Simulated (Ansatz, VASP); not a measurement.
## One calculation of TaAs, two programs

Contents of INCAR:

```
PREC = Accurate
ENCUT = 510
EDIFF = 1E-6
ISMEAR = -1
SIGMA = 0.02
LREAL = F
LASPH = T
NELM = 120
ALGO = Normal
ISIF = 2
LWAVE = F
LCHARG = T
GGA = PE
LELF = T
LVHAR = T
NBANDS = 36
GGA_COMPAT = F
```

The input KPOINTS:

```
Automatic mesh
0
Gamma
  8 8 8
```

POSCAR

```
TaAs
1.0
   -1.7480041342      1.7480041342      5.9314273445
    1.7480041342     -1.7480041342      5.9314273445
    1.7480041342      1.7480041342     -5.9314273445
Ta As
2 2
Direct
    0.5001644894      1.0001644894      0.5000000000
    0.7501644894      0.7501644894      0.0000000000
    0.0824349306      0.5824349306      0.5000000000
    0.3324349306      0.3324349306      0.0000000000
```

Input for Ansatz:

```yaml
crystal:
  lattice:
    - [-1.7480041342, 1.7480041342, 5.9314273445]
    - [1.7480041342, -1.7480041342, 5.9314273445]
    - [1.7480041342, 1.7480041342, -5.9314273445]
  atoms:
    - { symbol: Ta, position: [0.5001644894, 1.0001644894, 0.5] }
    - { symbol: Ta, position: [0.7501644894, 0.7501644894, 0.0] }
    - { symbol: As, position: [0.0824349306, 0.5824349306, 0.5] }
    - { symbol: As, position: [0.3324349306, 0.3324349306, 0.0] }
kpoints:
  mp_grid: { grid: [8, 8, 8] }
hamiltonian:
  xc: pbe
scf:
  occupations: { method: fermi_dirac, width: 0.02 }
  n_extra_bands: 5
output:
  forces: true
  stress: true
  eigenvalues: true
```

Alike in both runs: task single point; functional PBE; k mesh 8 × 8 × 8; occupations fermi-dirac, width 0.02 eV; no spin polarisation.

```csv
,VASP,Ansatz
version,VASP 6.6.1,Ansatz 0.2.0
potentials or method,"VASP PAW PBE potentials, release 64 (Ta_sv_GW, As_d)","plane waves, PAW"
plane-wave cutoff (eV),510,420
valence electrons in the cell,56,56
```

Ansatz gave:

* pressure (GPa): -4.9
* traceless stress, the component that is largest in VASP (GPa): 0.51
* rms of the force components (eV/Å): 0.010

Which values does VASP return?

Pressure (GPa): -5.2; traceless stress, the component that is largest in VASP (GPa): 0.49; rms of the force components (eV/Å): 0.010.

Atom by atom the forces differ by 0.000 eV/Å (rms over components). The functional is the same, so the differences come from potentials, cutoffs and numerics.

Neither program's run includes spin-orbit coupling.
